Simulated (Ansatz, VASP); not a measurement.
**Sn in VASP and in Ansatz**

The input POSCAR:

```
Sn
1.0
   -2.9926351000      2.9926351000      1.5938000000
    2.9926351000     -2.9926351000      1.5938000000
    2.8466529000      2.8466529000     -1.5938000000
Sn
2
Direct
    0.0000000000      0.0000000000      0.0000000000
    0.7500000000      0.2500000000      0.5000000000
```

Contents of INCAR.step1:

```
SYSTEM = Sn
ALGO = Normal
EDIFF = 1E-4
ENCUT = 520
GGA = PE
ISMEAR = -1
LASPH = .TRUE.
LCHARG = .FALSE.
LREAL = .FALSE.
LWAVE = .TRUE.
NBANDS = 21
NELM = 80
PREC = Accurate
SIGMA = 0.1
```

INCAR.step2

```
SYSTEM = Sn
ALGO = Normal
EDIFF = 1E-6
ENCUT = 520
ISIF = 2
ISMEAR = -1
ISTART = 1
LASPH = .TRUE.
LCHARG = .FALSE.
LMIXTAU = .TRUE.
LREAL = .FALSE.
LWAVE = .FALSE.
METAGGA = R2SCAN
NBANDS = 21
NELM = 80
PREC = Accurate
SIGMA = 0.1
```

Contents of KPOINTS:

```
k-points
0
G
  12 12 12
  0 0 0
```

Input for Ansatz:

```yaml
crystal:
  lattice:
    - [-2.9926350999999998, 2.9926350999999998, 1.5938]
    - [2.9926350999999998, -2.9926350999999998, 1.5938]
    - [2.8466529, 2.8466529, -1.5938]
  atoms:
    - { symbol: Sn, position: [0.0, 0.0, 0.0] }
    - { symbol: Sn, position: [0.75, 0.25, 0.5] }
basis:
  ecutwfc: 530.0
kpoints:
  mp_grid:
    grid: [12, 12, 12]
hamiltonian:
  xc: r2scan
scf:
  occupations:
    method: fermi_dirac
output:
  stress: true
```

Alike in both runs: task single point; functional r2SCAN; k mesh 12 × 12 × 12; no spin polarisation.

|  | VASP | Ansatz |
| --- | --- | --- |
| version | VASP 6.6.1 | Ansatz 0.2.0 |
| potentials or method | VASP PAW PBE potentials, release 64 (Sn_d), cutoff 520 eV | plane waves, PAW |
| occupations | fermi-dirac, width 0.1 eV | fermi-dirac |
| valence electrons in the cell | 28 | 28 |

```tsv
	VASP	Ansatz	Ansatz less VASP
pressure (GPa)	0.9	0.9	+0.05
traceless stress, the component that is largest in VASP (GPa)	1.59	1.59	+0.002
```

VASP's potentials were made for PBE, not for r2SCAN.
